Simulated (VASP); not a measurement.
# Mo6CO in VASP: further runs, part 2 of 2

VASP 6.6.1. Earlier steps stand in the parts before.

## 4. Single point, PBE

INCAR reads:

```
SYSTEM = Mo6CO
  ALGO = Normal
  DIPOL = 0.5 0.5 0.319
  EDIFF = 1E-6
  ENCUT = 520
  GGA = PE
  IDIPOL = 3
  ISIF = 2
  ISMEAR = 0
  LASPH = .True.
  LCHARG = .False.
  LDIPOL = .True.
  LREAL = .False.
  LWAVE = .False.
  NBANDS = 57
  NELM = 60
  PREC = Accurate
  SIGMA = 0.1
```

KPOINTS reads:

```
k-points
0
Gamma
  6 6 1
  0 0 0
```

POSCAR reads:

```
Mo6CO
1.0
    4.4695765303      0.0000000000      0.0000000000
   -2.2347882651      3.8707668194      0.0000000000
    0.0000000000      0.0000000000     22.2595667262
Mo C O
6 1 1
Direct
    0.6666666667      0.3333333333      0.1796980170
    0.3333333333      0.6666666667      0.2206848206
    0.0000000000      0.0000000000      0.2616716241
    0.6666666667      0.3333333333      0.2990464568
    0.3333333333      0.6666666667      0.3355219825
    0.0000000000      0.0000000000      0.3710569405
    0.1666666667      0.3333333333      0.4438346374
    0.3165077775      0.6330155550      0.4438346374
```

Potentials or basis: VASP PAW PBE potentials, release 64 (Mo_sv, C, O).

Command:

```bash
cat potpaw_PBE.64/Mo_sv/POTCAR potpaw_PBE.64/C/POTCAR potpaw_PBE.64/O/POTCAR > POTCAR
mpirun -np 1 vasp_std > vasp.out
```

OUTCAR:

```text
SYSTEM = Mo6CO
   EDIFF = 1E-6
   ENCUT = 520
   GGA = PE
   ISIF = 2
   ISMEAR = 0
   LASPH = .True.
   LREAL = .False.
   NELM = 60
   PREC = Accurate

 ion  position               nearest neighbor table
   1  0.667  0.333  0.180-   4 2.66   2 2.74   2 2.74   2 2.74   3 3.16   3 3.16   3 3.16
   2  0.333  0.667  0.221-   5 2.56   3 2.74   3 2.74   3 2.74   1 2.74   1 2.74   1 2.74   4 3.11
                             4 3.11   4 3.11
   3  0.000  0.000  0.262-   6 2.43   4 2.71   4 2.71   4 2.71   2 2.74   2 2.74   2 2.74   5 3.06
                             5 3.06   5 3.06   1 3.16   1 3.16   1 3.16
   4  0.667  0.333  0.299-   1 2.66   5 2.71   5 2.71   5 2.71   3 2.71   3 2.71   3 2.71   6 3.04
                             6 3.04   6 3.04   2 3.11   2 3.11   2 3.11
   5  0.333  0.667  0.336-   8 2.41   2 2.56   6 2.70   6 2.70   6 2.70   4 2.71   4 2.71   4 2.71
[... 996 lines left out ...]
  energy-cutoff  :      520.00
  volume of cell :      385.11
      direct lattice vectors                 reciprocal lattice vectors
     4.469576530  0.000000000  0.000000000     0.223734842  0.129173371  0.000000000
    -2.234788265  3.870766819  0.000000000     0.000000000  0.258346743  0.000000000
     0.000000000  0.000000000 22.259566726     0.000000000  0.000000000  0.044924504

 POSITION                                       TOTAL-FORCE (eV/Angst)
 -----------------------------------------------------------------------------------
      2.23479      1.29026      4.00000        -0.000000     -0.018364      1.740177
     -0.00000      2.58051      4.91235        -0.000000     -0.047388     -0.541226
      0.00000      0.00000      5.82470         0.000000      0.232714     -2.307633
      2.23479      1.29026      6.65664         0.000000      0.070761     -0.629912
     -0.00000      2.58051      7.46857        -0.000000     -0.198352      0.429959
      0.00000      0.00000      8.25957        -0.000000     -1.727410      1.037879
      0.00000      1.29026      9.87957        -0.000000     -2.879480     -1.401955
      0.00000      2.45026      9.87957         0.000000      4.567519      1.672711
 -----------------------------------------------------------------------------------
    total drift:                                0.000008      0.000282      0.000611

  FREE ENERGIE OF THE ION-ELECTRON SYSTEM (eV)
  ---------------------------------------------------
  free  energy   TOTEN  =       -73.7300589654 eV

  energy  without entropy=      -73.6782715596  energy(sigma->0) =      -73.70416526

 vacuum level on the upper side and lower side of the slab         4.709         3.911
```

stdout:

```text
POSCAR found type information on POSCAR MoC O
 POSCAR found :  3 types and       8 ions
 scaLAPACK will be used
 LDA part: xc-table for (Slater+PW92), standard interpolation
 POSCAR, INCAR and KPOINTS ok, starting setup
 FFT: planning ... GRIDC
 FFT: planning ... GRID_SOFT
 FFT: planning ... GRID
 WAVECAR not read
 entering main loop
```

It took 9.7 min on 1 thread of Intel Xeon 6975P-C (Granite Rapids), shared host; peak memory 0.62 GiB.

What came out:

```
Free energy            : -73.7301 eV
Largest force          : 4.864 eV/Å
Band gap on the k mesh : zero (bands 47 and 48 overlap by 0.01 eV)
```

Forces on the atoms (eV/Å):
```
Mo   0.000 -0.018  1.740
Mo   0.000 -0.047 -0.541
Mo   0.000  0.233 -2.308
Mo   0.000  0.071 -0.630
Mo   0.000 -0.198  0.430
Mo   0.000 -1.727  1.038
C    0.000 -2.879 -1.402
O    0.000  4.568  1.673
```

Levels at points of the mesh, in eV from the Fermi level:
| k point | band 45 | band 46 | band 47 | band 48 | band 49 | band 50 |
| --- | --- | --- | --- | --- | --- | --- |
| (0.00, 0.00, 0.00) | -1.21 | -1.21 | -0.69 | 0.08 | 0.08 | 0.82 |
| (0.50, 0.00, 0.00) | -0.76 | -0.21 | -0.03 | 0.15 | 0.38 | 0.57 |
| (0.00, 0.50, 0.00) | -0.59 | -0.11 | -0.02 | 0.09 | 0.09 | 0.57 |

## 5. Single point, PBE

INCAR reads:

```
  PREC = Accurate
  ENCUT = 520
  EDIFF = 1E-6
  ISMEAR = 0
  SIGMA = 0.1
  LREAL = F
  LASPH = T
  NELM = 80
  ALGO = Normal
  ISIF = 2
  LWAVE = F
  LCHARG = F
  LDIPOL = T
  IDIPOL = 3
  DIPOL = 0.5 0.5 0.331
  GGA = PE
  NBANDS = 57
```

KPOINTS reads:

```
regular mesh
0
Gamma
  6 6 1
```

Changes to POSCAR since step 4:

```diff
@@ -14,3 +14,3 @@
     0.0000000000      0.0000000000      0.3710569405
-    0.1666666667      0.3333333333      0.4438346374
-    0.3165077775      0.6330155550      0.4438346374
+    0.1666666667      0.3333333333      0.4910053668
+    0.3165077775      0.6330155550      0.4910053668
```

Potentials or basis: VASP PAW PBE potentials, release 64 (Mo_sv, C, O).

Command:

```bash
cat potpaw_PBE.64/Mo_sv/POTCAR potpaw_PBE.64/C/POTCAR potpaw_PBE.64/O/POTCAR > POTCAR
mpirun -np 1 vasp_std > vasp.out
```

OUTCAR:

```text
PREC = Accurate
   ENCUT = 520
   EDIFF = 1E-6
   ISMEAR = 0
   LREAL = F
   LASPH = T
   NELM = 80
   ISIF = 2
   GGA = PE

 ion  position               nearest neighbor table
   1  0.667  0.333  0.180-   4 2.66   2 2.74   2 2.74   2 2.74   3 3.16   3 3.16   3 3.16
   2  0.333  0.667  0.221-   5 2.56   3 2.74   3 2.74   3 2.74   1 2.74   1 2.74   1 2.74   4 3.11
                             4 3.11   4 3.11
   3  0.000  0.000  0.262-   6 2.43   4 2.71   4 2.71   4 2.71   2 2.74   2 2.74   2 2.74   5 3.06
                             5 3.06   5 3.06   1 3.16   1 3.16   1 3.16
   4  0.667  0.333  0.299-   1 2.66   5 2.71   5 2.71   5 2.71   3 2.71   3 2.71   3 2.71   6 3.04
                             6 3.04   6 3.04   2 3.11   2 3.11   2 3.11
   5  0.333  0.667  0.336-   2 2.56   6 2.70   6 2.70   6 2.70   4 2.71   4 2.71   4 2.71   3 3.06
                             3 3.06   3 3.06
   6  0.000  0.000  0.371-   3 2.43   5 2.70   5 2.70   5 2.70   4 3.04   4 3.04   4 3.04
   7  0.167  0.333  0.491-   8 1.16
   8  0.317  0.633  0.491-   7 1.16

  LATTYP: Found a hexagonal cell.
 ALAT       =     4.4695765303
 C/A-ratio  =     4.9802406504

[... 197 lines left out ...]
      4     -60.1289      2.00000
      5     -59.9833      2.00000
      6     -59.9122      2.00000
[... 769 lines left out ...]
     56       2.2397      0.00000
     57       2.3671      0.00000

------------------------ aborting loop because EDIFF is reached ----------------------------------------

 vacuum level on the upper side and lower side of the slab       (xc-potential included)        -0.002        -0.253

  FORCE on cell =-STRESS in cart. coord.  units (eV):
  Direction    XX          YY          ZZ          XY          YZ          ZX
  --------------------------------------------------------------------------------------
  -------------------------------------------------------------------------------------
  Total       -5.1794893     -6.3808542     -1.7896904     -0.0000000     -0.1256546     -0.0000000
  in kB      -21.5485190    -26.5466248     -7.4457492     -0.0000000     -0.5227677     -0.0000000
  external PRESSURE =     -18.5136310 kB  Pullay stress =       0.0000000 kB

 VOLUME and BASIS-vectors are now :
 -----------------------------------------------------------------------------
  energy-cutoff  :      520.00
  volume of cell :      385.11
      direct lattice vectors                 reciprocal lattice vectors
     4.469576530  0.000000000  0.000000000     0.223734842  0.129173371  0.000000000
    -2.234788265  3.870766819  0.000000000     0.000000000  0.258346743  0.000000000
     0.000000000  0.000000000 22.259566726     0.000000000  0.000000000  0.044924504

 POSITION                                       TOTAL-FORCE (eV/Angst)
 -----------------------------------------------------------------------------------
      2.23479      1.29026      4.00000        -0.000000     -0.017221      1.441208
     -0.00000      2.58051      4.91235        -0.000000     -0.018340     -0.069392
      0.00000      0.00000      5.82470         0.000000      0.004495     -1.667946
      2.23479      1.29026      6.65664         0.000000      0.015976     -0.240471
     -0.00000      2.58051      7.46857        -0.000000     -0.007059      0.046705
      0.00000      0.00000      8.25957         0.000000      0.107748      0.573539
      0.00000      1.29026     10.92957         0.000000      0.883991     -0.560983
      0.00000      2.45026     10.92957        -0.000000     -0.969590      0.477340
 -----------------------------------------------------------------------------------
    total drift:                                0.000008      0.000320      0.000166

  FREE ENERGIE OF THE ION-ELECTRON SYSTEM (eV)
  ---------------------------------------------------
  free  energy   TOTEN  =       -73.5532658769 eV

  energy  without entropy=      -73.5049241992  energy(sigma->0) =      -73.52909504

 vacuum level on the upper side and lower side of the slab         4.419         4.164
```

Wall time 8.5 min (1 thread of Intel Xeon 6975P-C (Granite Rapids), shared host); peak memory 0.61 GiB.

What came out:

| Quantity | Value |
| --- | --- |
| Free energy | -73.5533 eV |
| Largest force | 1.668 eV/Å |
| Band gap on the k mesh | zero (bands 47 and 48 overlap by 0.06 eV) |

Forces on the atoms (eV/Å):
```
Mo   0.000 -0.017  1.441
Mo   0.000 -0.018 -0.069
Mo   0.000  0.004 -1.668
Mo   0.000  0.016 -0.240
Mo   0.000 -0.007  0.047
Mo   0.000  0.108  0.574
C    0.000  0.884 -0.561
O    0.000 -0.970  0.477
```

## 6. The runs side by side

| cell | gap on the mesh (eV) | largest force (eV/Å) |
| --- | --- | --- |
| as given, atomic positions A | 0.03 | 2.60 |
| as given, atomic positions B | 0.03 | 2.10 |
| as given, atomic positions C | none | 4.86 |
| as given, atomic positions D | none | 1.67 |

Alike in all rows: task single point; level PBE; potentials or basis VASP PAW PBE potentials, release 64 (Mo_sv, C, O); no spin polarisation; k mesh 6 × 6 × 1; cutoff (eV) 520; smearing gaussian 0.1 eV.

Caveats: semilocal functionals underestimate gaps, and a narrow one can read as zero (at least some runs).

Total energies depend on the potentials used, so only differences within one code and one set of settings carry meaning.
